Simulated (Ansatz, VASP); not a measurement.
## CsH in VASP and in Ansatz

```
Cs H
1.0
    -0.07970    3.18800    3.18800
     3.10830    0.00000    3.10830
     3.18800    3.18800   -0.07970
Cs H
1 1
Direct
  0.00000 0.00000 0.00000
  0.50000 0.50000 0.50000
```

Change from the starting cell: strain -0.0500 x Voigt [0, 0, 0, 0, 1, 0], atoms carried along.

Alike in both runs: task single point; functional LDA; k mesh 8 × 8 × 8; occupations gaussian, width 0.05 eV; no spin polarisation.

|  | VASP | Ansatz |
| --- | --- | --- |
| version | VASP 6.6.1 | Ansatz 0.2.0 |
| potentials or method | VASP PAW LDA potentials, release 64 (Cs_sv, H), cutoff 520 eV | scalar-relativistic, plane waves, PAW |
| valence electrons in the cell | 10 | 10 |

Ansatz gave:

- gap on the k mesh at the Fermi level (eV): 1.92
- least direct gap on the mesh (eV): 1.95
- pressure (GPa): -1.3
- traceless stress, the component that is largest in VASP (GPa): 0.27

Question: What did VASP give for the same quantities?

Answer: gap on the k mesh at the Fermi level (eV): 1.91; least direct gap on the mesh (eV): 1.94; pressure (GPa): -1.2; traceless stress, the component that is largest in VASP (GPa): 0.27.

LDA's correlation is that of Perdew and Zunger in VASP and of Perdew and Wang (1992) in Ansatz.

Spin-orbit coupling is off throughout.
